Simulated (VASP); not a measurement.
Input of a VASP 6.6.1 run:

INCAR

```
SYSTEM = AlIn2As3
PREC     = Accurate       ! precision mode
ENCUT    = 500            ! plane-wave cutoff, eV
EDIFF    = 1E-6           ! SCF threshold, eV
ISMEAR   = 0              ! smearing method
SIGMA    = 0.01           ! smearing width, eV
LREAL    = .FALSE.        ! projectors in reciprocal space
LASPH    = .TRUE.         ! aspherical terms in the spheres
NELM     = 120            ! most SCF steps
ALGO     = Normal         ! electronic algorithm
ISIF     = 2              ! what is computed and relaxed
LWAVE    = .FALSE.        ! write WAVECAR
LCHARG   = .FALSE.        ! write CHGCAR
GGA      = PE             ! functional
NBANDS   = 31             ! bands
GGA_COMPAT= .FALSE.
```

The input KPOINTS:

```
regular mesh
0
G
  10 10 10
  0 0 0
```

POSCAR

```
AlIn2As3
1.0
   -2.1286064914      6.3870414195      3.0156171728
    2.1286064914     -6.3870414195      3.0156171728
    2.1286064914      6.3870414195     -3.0156171728
Al In As
1 2 3
Direct
    0.9993495202      0.9993495202      0.0000000000
    0.3360081921     -0.0000936582      0.3361018503
    0.6638044915     -0.0000936582      0.6638981497
    0.9227661340      0.7638461679      0.1589199661
    0.6049262018      0.7638461679      0.8410800339
    0.2231454604      0.7231454604      0.5000000000
```

Potentials or basis: VASP PAW PBE potentials, release 64 (Al, In_d, As).

The run is started by

```sh
$ cat potpaw_PBE.64/Al/POTCAR potpaw_PBE.64/In_d/POTCAR potpaw_PBE.64/As/POTCAR > POTCAR
$ mpirun -np 1 vasp_std > vasp.out
```

Question: Predict the pressure.

Answer: 0.1 GPa.

Question: Predict the band gap on the k mesh.

Answer: 0.13 eV.

Forces in eV/Å, atoms in the order of the input:
```
Al   0.000  0.000  0.001
In   0.000  0.000  0.000
In   0.000  0.000  0.000
As   0.000  0.001 -0.002
As   0.000 -0.001 -0.002
As   0.000  0.000  0.004
```

Caveat: spin-orbit coupling is left out, which moves the levels of the heavy elements.
